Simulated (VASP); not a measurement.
# Cr (P6/mmm) in VASP: further runs, part 2 of 3

VASP 6.6.1. The steps go on from the part before.

**4. Single point, BLYP, collinear spin, ferromagnetic start (12.24 Å³/atom)**

This run uses another cell than the first one, of 12.24 Å³/atom.

Contents of INCAR:

```
SYSTEM = Cr
PREC = Accurate
ENCUT = 520
EDIFF = 1E-7
ISMEAR = -1
SIGMA = 0.05
LREAL = .FALSE.
LASPH = .TRUE.
NELM = 150
ALGO = Normal
ISIF = 2
LWAVE = .FALSE.
LCHARG = .TRUE.
ISPIN = 2
MAGMOM = 1.5 1.5 1.5
LORBIT = 11
LMAXMIX = 4
GGA = B5
ALDAX = 1.0
AGGAX = 1.0
AGGAC = 1.0
ALDAC = 0.0
LELF = .TRUE.
LVHAR = .TRUE.
NBANDS = 29
```

Contents of KPOINTS:

```
regular mesh
0
G
  10 10 15
  0 0 0
```

Contents of POSCAR:

```
Cr
1.0
    4.2921204283      0.0000000000      0.0000000000
   -2.1460602141      3.7170853270      0.0000000000
    0.0000000000      0.0000000000      2.3015477472
Cr
3
Direct
    1.0000000000      1.0000000000      0.0000000000
    0.3333333333      0.6666666667      0.5000000000
    0.6666666667      0.3333333333      0.5000000000
```

Potentials or basis: VASP PAW PBE potentials, release 64 (Cr_pv).

On the command line:

```bash
> cat potpaw_PBE.64/Cr_pv/POTCAR > POTCAR
> mpirun -np 1 vasp_std > vasp.out
```

OUTCAR:

```text
SYSTEM = Cr
   PREC = Accurate
   ENCUT = 520
   EDIFF = 1E-7
   ISMEAR = -1
   LREAL = .FALSE.
   LASPH = .TRUE.
   NELM = 150
   ISIF = 2
   ISPIN = 2
   LORBIT = 11
   GGA = B5

 ion  position               nearest neighbor table
   1  0.000  0.000  0.000-   2 2.73   3 2.73   2 2.73   3 2.73   2 2.73   2 2.73   3 2.73   3 2.73
                             3 2.73   3 2.73   2 2.73   2 2.73
   2  0.333  0.667  0.500-   3 2.48   3 2.48   3 2.48   1 2.73   1 2.73   1 2.73   1 2.73   1 2.73
                             1 2.73
   3  0.667  0.333  0.500-   2 2.48   2 2.48   2 2.48   1 2.73   1 2.73   1 2.73   1 2.73   1 2.73
                             1 2.73

  LATTYP: Found a hexagonal cell.
 ALAT       =     4.2921204283
 C/A-ratio  =     0.5362262746

  Lattice vectors:

 A1 = (   4.2921204283,   0.0000000000,   0.0000000000)
 A2 = (  -2.1460602141,   3.7170853270,   0.0000000000)
 A3 = (   0.0000000000,   0.0000000000,   2.3015477472)

Analysis of symmetry for initial positions (statically):
=====================================================================
 Subroutine PRICEL returns:
 Original cell was already a primitive cell.

 Routine SETGRP: Setting up the symmetry group for a
 hexagonal supercell.

 Subroutine GETGRP returns: Found 24 space group operations
 (whereof 24 operations were pure point group operations)
 out of a pool of 24 trial point group operations.

The static configuration has the point symmetry D_6h.

Analysis of symmetry for dynamics (positions and initial velocities):
=====================================================================
 Subroutine PRICEL returns:
 Original cell was already a primitive cell.

 Routine SETGRP: Setting up the symmetry group for a
 hexagonal supercell.

 Subroutine GETGRP returns: Found 24 space group operations
 (whereof 24 operations were pure point group operations)
 out of a pool of 24 trial point group operations.

The dynamic configuration has the point symmetry D_6h.

Analysis of structural, dynamic, and magnetic symmetry:
=====================================================================
 Subroutine PRICEL returns:
 Original cell was already a primitive cell.

 Routine SETGRP: Setting up the symmetry group for a
 hexagonal supercell.

 Subroutine GETGRP returns: Found 24 space group operations
 (whereof 24 operations were pure point group operations)
 out of a pool of 24 trial point group operations.

The overall configuration has the point symmetry D_6h.

 Subroutine INISYM returns: Found 24 space group operations
 (whereof 24 operations are pure point group operations),
 and found     1 'primitive' translations

----------------------------------------------------------------------------------------

                                     Primitive cell

  volume of cell :      36.7193

  direct lattice vectors                    reciprocal lattice vectors
     4.292120428  0.000000000  0.000000000     0.232985075  0.134513996  0.000000000
    -2.146060214  3.717085327  0.000000000     0.000000000  0.269027992  0.000000000
     0.000000000  0.000000000  2.301547747     0.000000000  0.000000000  0.434490226

  length of vectors
     4.292120428  4.292120428  2.301547747     0.269027992  0.269027992  0.434490226

  position of ions in fractional coordinates (direct lattice)
     0.000000000  0.000000000  0.000000000
     0.333333333  0.666666667  0.500000000
     0.666666667  0.333333333  0.500000000

[... 71 lines left out ...]
   ISPIN  =      2    spin polarized calculation?
   LNONCOLLINEAR =      F non collinear calculations
   LSORBIT =      F    spin-orbit coupling
   LASPH  =      T    aspherical Exc in radial PAW
   ENCUT  =  520.0 eV  38.22 Ry    6.18 a.u.   7.98  7.98  4.28*2*pi/ulx,y,z
   NELM   =    150;   NELMIN=  2; NELMDL= -5     # of ELM steps
   EDIFF  = 0.1E-06   stopping-criterion for ELM
   LREAL  =      F    real-space projection
   EDIFFG = 0.1E-05   stopping-criterion for IOM
   NSW    =      0    number of steps for IOM
   IBRION =     -1    ionic relax: 0-MD 1-quasi-New 2-CG
   NFREE  =      0    steps in history (QN), initial steepest desc. (CG)
   ISIF   =      2    stress and relaxation
   ISYM   =      2    0-nonsym 1-usesym 2-fastsym
   POTIM  = 0.5000    time-step for ionic-motion
   TEBEG  =    0.0;   TEEND  =   0.0 temperature during run
   PSTRESS=    0.0 pullay stress
   NELECT =      36.0000    total number of electrons
   NUPDOWN=      -1.0000    fix difference up-down
   EMIN   =  10.00;   EMAX   =-10.00  energy-range for DOS
   EFERMI =   0.00;   METHOD = LEGACY
   ISMEAR =    -1;   SIGMA  =   0.05  broadening in eV -4-tet -1-fermi 0-gaus
   EFERMI_NEDOS =   21; number of points for ismear=-14 and -15
   IALGO  =     38    algorithm
   IMIX   =      4    mixing-type and parameters
     AMIX     =   0.40;   BMIX     =  1.00
     AMIX_MAG =   1.60;   BMIX_MAG =  1.00
  volume/ion in A,a.u.               =      12.24        82.60
  Fermi-wavevector in a.u.,A,eV,Ry     =   1.626338  3.073334 35.987082  2.644976
  Thomas-Fermi vector in A             =   2.719314
   LORBIT       =     11    0 simple, 1 ext, 2 COOP (PROOUT), +10 PAW based schemes
   GGA     = B5    functional components
   LHFCALC =     F    Hartree Fock is set to
   AEXX    =    0.0000 exact exchange contribution
   IVDW    =     0    specifies the selected vdW correction
   LEPSILON=     F    determine dielectric tensor
   LRPA    =     F    only Hartree local field effects (RPA)
 spin polarized calculation
  energy-cutoff  :      520.00
  volume of cell :       36.72
 maximum number of plane-waves:      1005
 NGX is ok and might be reduce to    32
   NGX = 15   NGY = 15   NGZ =  9

 number of electron      35.9999982 magnetization      -0.0000966

 number of electron      35.9999982 magnetization       0.0001407

 Free energy of the ion-electron system (eV)
  ---------------------------------------------------
  ext. energy  EPLUGINS =         0.00000000
  ---------------------------------------------------
  free energy    TOTEN  =       -24.06112078 eV

  energy without entropy =      -24.01368181  energy(sigma->0) =      -24.03740130

 E-fermi :  10.5700     XC(G=0): -12.7362

 val. band max:       10.5643044974   @ k =   0.4000   0.1000   0.4667
 cond. band min:      10.5734480446   @ k =   0.2000   0.0000   0.3333
 fundamental gap:      0.0091435472
 Fermi energy:        10.5699847258

 spin component 1

 k-point     1 :       0.0000    0.0000    0.0000
  band No.  band energies     occupation
      1     -32.4074      1.00000
      2     -32.4074      1.00000
      3     -32.3954      1.00000
      4     -32.3954      1.00000
      5     -31.9055      1.00000
      6     -31.9055      1.00000
[... 757 lines left out ...]
     28      17.5459      0.00000
     29      17.6956      0.00000

 [... further k-points ...]

 spin component 2

 k-point     1 :       0.0000    0.0000    0.0000
  band No.  band energies     occupation
      1     -32.4075      1.00000
      2     -32.4074      1.00000
      3     -32.3953      1.00000
      4     -32.3953      1.00000
      5     -31.9054      1.00000
      6     -31.9054      1.00000
[... 757 lines left out ...]
     28      17.4836      0.00000
     29      17.6958      0.00000

 [... further k-points ...]
[... 5 lines left out ...]
  --------------------------------------------------------------------------------------
  -------------------------------------------------------------------------------------
  Total       -0.0937215     -0.0937215      0.2352787     -0.0000000     -0.0000000     -0.0000000
  in kB       -4.0893625     -4.0893625     10.2659433     -0.0000000     -0.0000000     -0.0000000
  external PRESSURE =       0.6957395 kB  Pullay stress =       0.0000000 kB

 VOLUME and BASIS-vectors are now :
 -----------------------------------------------------------------------------
  energy-cutoff  :      520.00
  volume of cell :       36.72
      direct lattice vectors                 reciprocal lattice vectors
     4.292120428  0.000000000  0.000000000     0.232985075  0.134513996  0.000000000
    -2.146060214  3.717085327  0.000000000     0.000000000  0.269027992  0.000000000
     0.000000000  0.000000000  2.301547747     0.000000000  0.000000000  0.434490226

 POSITION                                       TOTAL-FORCE (eV/Angst)
 -----------------------------------------------------------------------------------
      0.00000      0.00000      0.00000         0.000000      0.000000      0.000000
     -0.00000      2.47806      1.15077        -0.000000      0.000000      0.000000
      2.14606      1.23903      1.15077         0.000000      0.000000      0.000000
 -----------------------------------------------------------------------------------
    total drift:                               -0.000000      0.000000      0.000000

  FREE ENERGIE OF THE ION-ELECTRON SYSTEM (eV)
  ---------------------------------------------------
  free  energy   TOTEN  =       -24.0611207781 eV

  energy  without entropy=      -24.0136818136  energy(sigma->0) =      -24.03740130

 total charge

# of ion       s       p       d       tot
------------------------------------------
    1        0.383   6.353   4.229  10.965
    2        0.394   6.336   4.301  11.030
    3        0.394   6.336   4.301  11.030
--------------------------------------------------
tot          1.170  19.024  12.831  33.026

 magnetization (x)

# of ion       s       p       d       tot
------------------------------------------
    1       -0.000  -0.000  -0.000  -0.000
    2        0.000   0.000   0.000   0.000
    3        0.000   0.000   0.000   0.000
--------------------------------------------------
tot          0.000   0.000   0.000   0.000
```

OSZICAR:

```text
N       E                     dE             d eps       ncg     rms          rms(c)
DAV:   1     0.424644443611E+03    0.42464E+03   -0.19634E+04 12992   0.151E+03
DAV:   2    -0.875961572924E+01   -0.43340E+03   -0.41747E+03 13052   0.462E+02
DAV:   3    -0.268289066265E+02   -0.18069E+02   -0.17617E+02 13892   0.112E+02
[... 15 lines left out ...]
DAV:  19    -0.240611203931E+02   -0.10337E-05   -0.93164E-06 16073   0.200E-02    0.375E-03
DAV:  20    -0.240611204157E+02   -0.22671E-07   -0.87608E-06 14691   0.231E-02    0.160E-03
DAV:  21    -0.240611205638E+02   -0.14808E-06   -0.17435E-06 15800   0.896E-03    0.740E-04
DAV:  22    -0.240611207183E+02   -0.15452E-06   -0.11491E-07  8676   0.361E-03    0.446E-04
DAV:  23    -0.240611207781E+02   -0.59781E-07   -0.27071E-08  8396   0.139E-03
   1 F= -.24061121E+02 E0= -.24037401E+02  d E =-.474390E-01  mag=     0.0000
```

stdout:

```text
POSCAR found type information on POSCAR Cr
 POSCAR found :  1 types and       3 ions
 scaLAPACK will be used
 -----------------------------------------------------------------------------
|                                                                             |
|                                                                             |
|     You enforced a specific xc type in the INCAR file but a different       |
|     I HOPE YOU KNOW WHAT YOU ARE DOING!                                     |
|                                                                             |
 -----------------------------------------------------------------------------

 LDA part: xc-table for (Slater(with rela. corr.)+VWN5), standard interpolation
 POSCAR, INCAR and KPOINTS ok, starting setup
 FFT: planning ... GRIDC
 FFT: planning ... GRID_SOFT
 FFT: planning ... GRID
 WAVECAR not read
 entering main loop
```

Wall time 7.4 min (1 thread of Intel Xeon 8259CL, shared host); peak memory 0.28 GiB.

What came out:

```
Free energy                                           : -24.0611 eV
Pressure                                              : 0.1 GPa
Band gap on the k mesh                                : zero (filled and empty bands overlap)
Net moment                                            : 0.00 μB per cell
Valence electrons inside the program's atomic spheres : Cr 10.96, 11.03 (each value once)
```

Caveat: the PAW data sets were made with another functional, which shifts forces and pressure a little.

(Continued in part 3 of 3.)
